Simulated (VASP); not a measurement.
# CuMo: relaxation of cell and atoms with PBE

CuMo:

```xyz
2
Lattice="2.5642 0.0000 0.0000 0.0000 2.5642 0.0000 0.0000 0.0000 4.2015" Properties=species:S:1:pos:R:3 pbc="T T T"
Cu    0.0000    0.0000    0.0000
Mo    1.2821    1.2821    2.1008
```

The cell was generated, and may not be a known phase.

| Property | Result |
| --- | --- |
| Program | VASP 6.6.1 |
| Task | relaxation of cell and atoms |
| Functional | PBE |
| Potentials or basis | VASP PAW PBE potentials, release 64 (Cu, Mo_sv) |
| Cutoff | 600 eV |
| k mesh | 22 × 22 × 14 |
| Occupations | gaussian, width 0.1 eV |
| Spin | no spin polarisation |
| Dipole correction | no |
| Further INCAR settings | ALGO = Fast; EDIFF = 1e-06; IBRION = 2; EDIFFG = -0.01; NSW = 100; ISIF = 3 |

```yaml
Relaxed_volume: 13.92 Å³/atom
Relaxed_cell: a = 2.587 Å, b = 2.587 Å, c = 4.161 Å, α = 90.00°, β = 90.00°, γ = 90.00°
Space_group_after_relaxing_to_0.1_Å: P4/mmm (No. 123)
Energy_gained_by_relaxing: 2.1 meV/atom
Ionic_steps: 13
Pressure_after_relaxing: 0.0 GPa
Band_gap_on_the_k_mesh: zero (an odd number of electrons rules out a gap without spin polarisation)
```

The path:
```
step  energy change (eV)  largest force (eV/Å)  pressure (GPa)  volume (Å³)
   1              0.0000                0.0000            1.74        27.63
   2             -0.0004                0.0000           -2.92        28.23
   3             -0.0027                0.0000           -0.15        27.94
   4             -0.0026                0.0000           -0.92        27.99
   5             -0.0027                0.0000           -0.76        27.97
   6             -0.0027                0.0000           -0.98        27.96
   7             -0.0029                0.0000            1.43        27.64
   8             -0.0034                0.0000            0.32        27.79
   9             -0.0034                0.0000            0.53        27.78
  10             -0.0041                0.0000            0.56        27.78
  11             -0.0041                0.0000            0.29        27.78
  12             -0.0041                0.0000            0.21        27.78
  13             -0.0041                0.0000           -0.05        27.84
```

Final structure:
```cif
data_structure
_symmetry_space_group_name_H-M 'P 1'
_symmetry_Int_Tables_number 1
_cell_length_a 2.5867
_cell_length_b 2.5867
_cell_length_c 4.1609
_cell_angle_alpha 90.000
_cell_angle_beta 90.000
_cell_angle_gamma 90.000
_cell_volume 27.84
loop_
_atom_site_label
_atom_site_type_symbol
_atom_site_fract_x
_atom_site_fract_y
_atom_site_fract_z
_atom_site_occupancy
Cu1 Cu 0.00000 0.00000 0.00000 1
Mo1 Mo 0.50000 0.50000 0.50000 1
```

Levels at points of the mesh, in eV from the Fermi level:
| k point | band 10 | band 11 | band 12 | band 13 | band 14 | band 15 | band 16 |
| --- | --- | --- | --- | --- | --- | --- | --- |
| (0.00, 0.00, 0.00) | -2.72 | -2.13 | -1.82 | 1.09 | 2.60 | 2.60 | 4.18 |
| (0.50, 0.00, 0.00) | -2.66 | -2.46 | -2.31 | 0.16 | 0.93 | 2.80 | 6.72 |
| (0.50, 0.50, 0.00) | -1.59 | 0.14 | 0.14 | 1.90 | 3.24 | 3.24 | 6.43 |
| (0.00, 0.00, 0.50) | -2.54 | -2.54 | -2.12 | -1.24 | 2.00 | 2.00 | 4.16 |
| (0.50, 0.00, 0.50) | -2.31 | -1.31 | -0.33 | 1.11 | 1.23 | 2.12 | 2.93 |
| (0.50, 0.50, 0.50) | -2.62 | -2.62 | -1.71 | 1.81 | 6.41 | 6.43 | 8.33 |

Wall time 16 min on 1 thread of Intel(R) Xeon(R) 6975P-C (Granite Rapids), with other jobs on the host, peak memory 0.49 GiB.
